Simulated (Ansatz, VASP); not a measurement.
One calculation of CuO, two programs

The input INCAR:

```
PREC = Accurate
ENCUT = 700
EDIFF = 1E-6
ISMEAR = 0
SIGMA = 0.1
LREAL = F
LASPH = T
NELM = 120
ALGO = Normal
ISIF = 2
LWAVE = F
LCHARG = T
GGA = PE
LELF = T
LVHAR = T
NBANDS = 33
GGA_COMPAT = F
```

File KPOINTS:

```
regular mesh
0
Gamma
  12 12 7
```

Contents of POSCAR:

```
CuO
1.0
    2.9487032640      0.0000000000      0.0000000000
   -0.0081921837      2.9486918841      0.0000000000
    0.0000000000      0.0000000000      5.1512621168
Cu O
2 2
Direct
    0.0000000000      0.5000000000      0.0000000000
    0.5000000000      0.0000000000      0.5000000000
    0.5000000000      0.5000000000      0.2500000000
    0.5000000000      0.5000000000      0.7500000000
```

Input for Ansatz:

```yaml
crystal:
  lattice:
    - [2.948703264, 0.0, 0.0]
    - [-0.0081921837, 2.9486918841, 0.0]
    - [0.0, 0.0, 5.1512621168]
  atoms:
    - { symbol: Cu, position: [0.0, 0.5, 0.0] }
    - { symbol: Cu, position: [0.5, 0.0, 0.5] }
    - { symbol: O, position: [0.5, 0.5, 0.25] }
    - { symbol: O, position: [0.5, 0.5, 0.75] }
basis:
  ecutwfc: 420
kpoints:
  mp_grid: { grid: [12, 12, 7] }
hamiltonian:
  xc: pbe
scf:
  occupations: { method: gaussian, width: 0.1 }
output:
  forces: true
  stress: true
  eigenvalues: true
```

Alike in both runs: task single point; functional PBE; k mesh 12 × 12 × 7; occupations gaussian, width 0.1 eV; no spin polarisation.

|  | VASP | Ansatz |
| --- | --- | --- |
| version | VASP 6.6.1 | Ansatz 0.2.0 |
| potentials or method | VASP PAW PBE potentials, release 64 (Cu_sv_GW, O), cutoff 700 eV | scalar-relativistic, plane waves, PAW |
| valence electrons in the cell | 50 | 50 |

|  | VASP | Ansatz | Ansatz less VASP |
| --- | --- | --- | --- |
| gap on the k mesh at the Fermi level (eV) | none | none | - |
| pressure (GPa) | -2.6 | 0.0 | +2.62 |

A gap of «none» marks a metal or a gap that the smearing closes. With one functional, cell and mesh, what is left measures potentials, basis and numerics.
